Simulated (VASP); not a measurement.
# VH2 in VASP: further runs, part 2 of 2

VASP 6.6.1.

## 3. Single point, PBEsol (biaxial strain in the a-b plane: -1.0 %, then relaxed in part)

INCAR reads:

```
SYSTEM = VH2
PREC = Accurate
ENCUT = 520
EDIFF = 1E-7
ISMEAR = 0
SIGMA = 0.1
LREAL = .FALSE.
LASPH = .TRUE.
NELM = 100
ALGO = Normal
ISIF = 2
LWAVE = .FALSE.
LCHARG = .FALSE.
GGA = PS
NBANDS = 24
```

KPOINTS reads:

```
Automatic mesh
0
G
  12 12 8
  0 0 0
```

POSCAR reads:

```
VH2
1.0
    2.0612673529      2.0612673529      0.0000000000
   -2.0612673529      2.0612673529      0.0000000000
    0.0000000000      0.0000000000      4.1985354716
V H
2 4
Direct
    0.0000000000      0.0000000000      0.0000000000
    0.5000000000      0.5000000000      0.5000000000
    0.0000000000      0.5000000000      0.7500000000
    0.5000000000      0.0000000000      0.7500000000
    0.5000000000      0.0000000000      0.2500000000
    0.0000000000      0.5000000000      0.2500000000
```

Potentials or basis: VASP PAW PBE potentials, release 64 (V_sv, H).

Command:

```bash
cat potpaw_PBE.64/V_sv/POTCAR potpaw_PBE.64/H/POTCAR > POTCAR
mpirun -np 1 vasp_std > vasp.out
```

OUTCAR:

```text
SYSTEM = VH2
   PREC = Accurate
   ENCUT = 520
   EDIFF = 1E-7
   ISMEAR = 0
   LREAL = .FALSE.
   LASPH = .TRUE.
   NELM = 100
   ISIF = 2
   GGA = PS

 ion  position               nearest neighbor table
   1  0.000  0.000  0.000-   3 1.80   4 1.80   5 1.80   6 1.80   3 1.80   6 1.80   4 1.80   5 1.80

   2  0.500  0.500  0.500-   3 1.80   4 1.80   5 1.80   6 1.80   4 1.80   5 1.80   3 1.80   6 1.80

   3  0.000  0.500  0.750-   1 1.80   2 1.80   1 1.80   2 1.80
   4  0.500  0.000  0.750-   1 1.80   2 1.80   2 1.80   1 1.80
[... 874 lines left out ...]
  -------------------------------------------------------------------------------------
  Total        0.7962457      0.7962457      0.0272788      0.0000000      0.0000000      0.0000000
  in kB       35.7570097     35.7570097      1.2250114      0.0000000      0.0000000      0.0000000
  external PRESSURE =      24.2463436 kB  Pullay stress =       0.0000000 kB

 VOLUME and BASIS-vectors are now :
 -----------------------------------------------------------------------------
  energy-cutoff  :      520.00
  volume of cell :       35.68
      direct lattice vectors                 reciprocal lattice vectors
     2.061267353  2.061267353  0.000000000     0.242569213  0.242569213  0.000000000
    -2.061267353  2.061267353  0.000000000    -0.242569213  0.242569213  0.000000000
     0.000000000  0.000000000  4.198535472     0.000000000  0.000000000  0.238178290

 POSITION                                       TOTAL-FORCE (eV/Angst)
 -----------------------------------------------------------------------------------
      0.00000      0.00000      0.00000        -0.000000      0.000000      0.000000
      0.00000      2.06127      2.09927         0.000000      0.000000     -0.000000
     -1.03063      1.03063      3.14890        -0.000000     -0.000000      0.000000
      1.03063      1.03063      3.14890        -0.000000     -0.000000      0.000000
      1.03063      1.03063      1.04963        -0.000000     -0.000000      0.000000
     -1.03063      1.03063      1.04963         0.000000     -0.000000      0.000000
 -----------------------------------------------------------------------------------
    total drift:                               -0.000000      0.000000     -0.000000

  FREE ENERGIE OF THE ION-ELECTRON SYSTEM (eV)
  ---------------------------------------------------
  free  energy   TOTEN  =       -34.1615884438 eV

  energy  without entropy=      -34.1482382305  energy(sigma->0) =      -34.15491334
```

OSZICAR:

```text
N       E                     dE             d eps       ncg     rms          rms(c)
DAV:   1     0.318521378772E+03    0.31852E+03   -0.16418E+04  6736   0.140E+03
DAV:   2    -0.287241824071E+02   -0.34725E+03   -0.33501E+03  6896   0.446E+02
DAV:   3    -0.392760224470E+02   -0.10552E+02   -0.10436E+02  8296   0.891E+01
DAV:   4    -0.393553033180E+02   -0.79281E-01   -0.79246E-01  7032   0.831E+00
DAV:   5    -0.393562150033E+02   -0.91169E-03   -0.91166E-03  8312   0.873E-01    0.391E+01
DAV:   6    -0.342854382053E+02    0.50708E+01   -0.17805E+01  7456   0.434E+01    0.428E+00
DAV:   7    -0.342022944205E+02    0.83144E-01   -0.87720E-01  7056   0.777E+00    0.446E+00
DAV:   8    -0.341613316683E+02    0.40963E-01   -0.46785E-02  7736   0.187E+00    0.116E+00
DAV:   9    -0.341616089547E+02   -0.27729E-03   -0.28314E-03  8072   0.539E-01    0.516E-01
DAV:  10    -0.341615934940E+02    0.15461E-04   -0.14517E-04  7752   0.119E-01    0.707E-02
DAV:  11    -0.341615889721E+02    0.45218E-05   -0.59072E-06  7200   0.199E-02    0.295E-02
DAV:  12    -0.341615884505E+02    0.52163E-06   -0.11849E-06  7664   0.127E-02    0.414E-04
DAV:  13    -0.341615884438E+02    0.66939E-08   -0.22553E-08  3672   0.165E-03
   1 F= -.34161588E+02 E0= -.34154913E+02  d E =-.133502E-01
```

Run time: 32 s. Hardware: 1 thread of Intel Xeon 6975P-C (Granite Rapids), shared host; peak memory 0.22 GiB.

Results:

| Quantity | Value |
| --- | --- |
| Free energy | -34.1616 eV |
| Pressure | 2.4 GPa |
| Band gap on the k mesh | zero (bands 15 and 16 overlap by 2.64 eV) |

Stress tensor (GPa, compression positive):
```
3.58 0.00 0.00
0.00 3.58 0.00
0.00 0.00 0.12
```

Caveat: the cell differs from its parent crystal (biaxial strain in the a-b plane: -1.0 %, then relaxed in part); the PAW data sets were made with another functional, which shifts forces and pressure a little.

## 4. Single point, PBEsol

This run uses another cell than the first one, of 6.02 Å³/atom.

INCAR reads:

```
SYSTEM = VH2
PREC     = Accurate       ! precision mode
ENCUT    = 520            ! plane-wave cutoff, eV
EDIFF    = 1E-7           ! SCF threshold, eV
ISMEAR   = 0              ! smearing method
SIGMA    = 0.1            ! smearing width, eV
LREAL    = .FALSE.        ! projectors in reciprocal space
LASPH    = .TRUE.         ! aspherical terms in the spheres
NELM     = 80             ! most SCF steps
ALGO     = Normal         ! electronic algorithm
ISIF     = 2              ! what is computed and relaxed
LWAVE    = .FALSE.        ! write WAVECAR
LCHARG   = .FALSE.        ! write CHGCAR
GGA      = PS             ! functional
NBANDS   = 24             ! bands
```

KPOINTS is that of step 3.

POSCAR, as its differences from that of step 3:

```diff
@@ -2,5 +2,5 @@
 1.0
-    2.0612673529      2.0612673529      0.0000000000
-   -2.0612673529      2.0612673529      0.0000000000
-    0.0000000000      0.0000000000      4.1985354716
+    2.0820882353      2.0820882353      0.0000000000
+   -2.0820882353      2.0820882353      0.0000000000
+    0.0000000000      0.0000000000      4.1641764706
 V H
```

Command:

```bash
cat potpaw_PBE.64/V_sv/POTCAR potpaw_PBE.64/H/POTCAR > POTCAR
mpirun -np 1 vasp_std > vasp.out
```

It took 30 s on 1 thread of Intel Xeon 6975P-C (Granite Rapids), shared host; peak memory 0.22 GiB.

It converged, with:

```
Free energy            : -34.1703 eV
Pressure               : 0.1 GPa
Band gap on the k mesh : zero (bands 15 and 16 overlap by 2.67 eV)
```

Levels at points of the mesh, in eV from the Fermi level:
```
           k point  band 13  band 14  band 15  band 16  band 17  band 18
(0.00, 0.00, 0.00)    -1.05    -1.05    -1.05     0.82     0.82     1.34
(0.50, 0.00, 0.00)    -1.63    -1.63     0.08     0.08     0.39     0.39
(0.50, 0.50, 0.00)    -3.87    -3.87     1.75     1.75     1.76     1.76
(0.00, 0.00, 0.50)    -0.83    -0.83    -0.01    -0.01    -0.01    -0.01
(0.50, 0.00, 0.50)    -0.92    -0.92    -0.92    -0.92     1.64     1.64
(0.50, 0.50, 0.50)    -2.87    -2.87     0.35     0.35     1.76     1.76
```

Caveat: the PAW data sets were made with another functional, which shifts forces and pressure a little.

## 5. Single point, PBEsol (biaxial strain in the a-b plane: +1.0 %, then relaxed in part)

INCAR reads:

```
SYSTEM = VH2
PREC = Accurate
ENCUT = 520
EDIFF = 1E-6
ISMEAR = 0
SIGMA = 0.1
LREAL = .FALSE.
LASPH = .TRUE.
NELM = 100
ALGO = Normal
ISIF = 2
LWAVE = .FALSE.
LCHARG = .FALSE.
GGA = PS
NBANDS = 24
```

KPOINTS is that of step 4.

POSCAR, as its differences from that of step 4:

```diff
@@ -2,5 +2,5 @@
 1.0
-    2.0820882353      2.0820882353      0.0000000000
-   -2.0820882353      2.0820882353      0.0000000000
-    0.0000000000      0.0000000000      4.1641764706
+    2.1029091176      2.1029091176      0.0000000000
+   -2.1029091176      2.1029091176      0.0000000000
+    0.0000000000      0.0000000000      4.1297206895
 V H
```

Command:

```bash
cat potpaw_PBE.64/V_sv/POTCAR potpaw_PBE.64/H/POTCAR > POTCAR
mpirun -np 1 vasp_std > vasp.out
```

Wall time 28 s (1 thread of Intel Xeon 6975P-C (Granite Rapids), shared host); peak memory 0.22 GiB.

Results (log left out):

| Item | Value |
| --- | --- |
| Free energy | -34.1640 eV |
| Pressure | -2.1 GPa |
| Band gap on the k mesh | zero (bands 15 and 16 overlap by 2.56 eV) |

Stress tensor (GPa, compression positive):
```
-3.12  0.00  0.00
 0.00 -3.12  0.00
 0.00  0.00  0.08
```

Levels at points of the mesh, in eV from the Fermi level:
```csv
k point,band 11,band 12,band 13,band 14,band 15,band 16,band 17,band 18,band 19,band 20
"(0.00, 0.00, 0.00)",-5.43,-3.81,-1.07,-1.07,-0.97,0.73,0.87,1.33,1.71,1.73
"(0.50, 0.00, 0.00)",-5.47,-5.47,-1.61,-1.61,0.05,0.05,0.36,0.36,2.13,2.13
"(0.50, 0.50, 0.00)",-5.71,-5.71,-3.83,-3.83,1.66,1.66,1.71,1.71,1.77,1.77
"(0.00, 0.00, 0.50)",-4.94,-4.94,-0.72,-0.72,-0.05,-0.05,-0.05,-0.05,1.20,1.20
"(0.50, 0.00, 0.50)",-5.64,-5.64,-0.98,-0.98,-0.83,-0.83,1.57,1.57,1.64,1.64
"(0.50, 0.50, 0.50)",-6.21,-6.21,-2.81,-2.81,0.39,0.39,1.66,1.66,3.67,3.67
```

Caveat: the cell differs from its parent crystal (biaxial strain in the a-b plane: +1.0 %, then relaxed in part); the PAW data sets were made with another functional, which shifts forces and pressure a little.

## 6. Summary

| cell | gap on the mesh (eV) | pressure (GPa) |
| --- | --- | --- |
| a = 2.915, b = 2.915, c = 4.189 Å, 6 atoms | none | 2.9 |
| a = 2.915, b = 2.915, c = 4.199 Å, 6 atoms | none | 2.4 |
| a = 2.945, b = 2.945, c = 4.164 Å, 6 atoms | none | 0.1 |
| a = 2.974, b = 2.974, c = 4.130 Å, 6 atoms | none | -2.1 |

Alike in all rows: task single point; level PBEsol; potentials or basis VASP PAW PBE potentials, release 64 (V_sv, H); no spin polarisation; k mesh 12 × 12 × 8; cutoff (eV) 520; smearing gaussian 0.1 eV.

Caveats: the PAW data sets were made with another functional, which shifts forces and pressure a little.

Absolute energies hang on the potentials; compare differences alone.
